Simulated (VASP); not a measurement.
Wanted: the native input for a VASP 6.6.1 run.

| Quantity | Value |
| --- | --- |
| Task | single point |
| Functional | r2SCAN |
| Potentials or basis | VASP PAW PBE potentials, release 64 (Pd, Co, O) |
| Cutoff | 520 eV |
| k mesh | 10 × 10 × 10 |
| Occupations | fermi-dirac, width 0.0344 eV |
| Spin | no spin polarisation |
| Dipole correction | no |
| Further INCAR settings | ALGO = Normal; EDIFF = 1e-07; NBANDS = 24 |

The system is CoPdO2.

```
CELL_PARAMETERS angstrom
1.42038 2.46016 0.00000
-1.42038 2.46016 0.00000
0.00000 -1.64011 5.95110
ATOMIC_POSITIONS crystal
Pd 0.00000 0.00000 0.00000
Co 0.50000 0.50000 0.50000
O 0.11215 0.11215 0.33645
O 0.88785 0.88785 0.66355
```

These files were run (other wordings do the same):

POSCAR

```
CoPdO2
1.0
    1.4203760000      2.4601620000      0.0000000000
   -1.4203760000      2.4601620000      0.0000000000
    0.0000000000     -1.6401080000      5.9511030000
Pd Co O
1 1 2
Direct
    0.0000000000      0.0000000000      0.0000000000
    0.5000000000      0.5000000000      0.5000000000
    0.1121500000      0.1121500000      0.3364500000
    0.8878500000      0.8878500000      0.6635500000
```

INCAR.step1

```
ALGO = Normal
EDIFF = 1E-4
ENCUT = 520
GGA = PE
ISMEAR = -1
LASPH = True
LCHARG = False
LREAL = False
LWAVE = True
NBANDS = 24
NELM = 100
PREC = Accurate
SIGMA = 0.0344
```

INCAR.step2

```
ALGO = Normal
EDIFF = 1E-7
ENCUT = 520
ISIF = 2
ISMEAR = -1
ISTART = 1
LASPH = True
LCHARG = False
LMIXTAU = True
LREAL = False
LWAVE = False
METAGGA = R2SCAN
NBANDS = 24
NELM = 100
PREC = Accurate
SIGMA = 0.0344
```

KPOINTS

```
k-points
0
Gamma
  10 10 10
```

Potentials or basis: VASP PAW PBE potentials, release 64 (Pd, Co, O).

Run with:

```sh
$ cat potpaw_PBE.64/Pd/POTCAR potpaw_PBE.64/Co/POTCAR potpaw_PBE.64/O/POTCAR > POTCAR
$ cp INCAR.step1 INCAR
$ mpirun -np 1 vasp_std > vasp.out
$ cp INCAR.step2 INCAR
$ mpirun -np 1 vasp_std > vasp.out
```

It gave:

| Quantity | Value |
| --- | --- |
| Pressure | -3.0 GPa |
| Largest force | 0.200 eV/Å |
| Band gap on the k mesh | zero (an odd number of electrons rules out a gap without spin polarisation) |

Caveat: the PAW data sets were made with another functional, which shifts forces and pressure a little; an odd number of electrons without spin polarisation forces a metal; a magnetic or distorted state may lie lower; the run has no spin polarisation, though such a crystal can be magnetic; semilocal functionals often make such compounds metallic where correlation or magnetic order opens a gap, which also shifts bond lengths.

Run time: 10 min on 1 thread of Intel Xeon 8259CL, with other jobs on the host, peak memory 0.26 GiB.
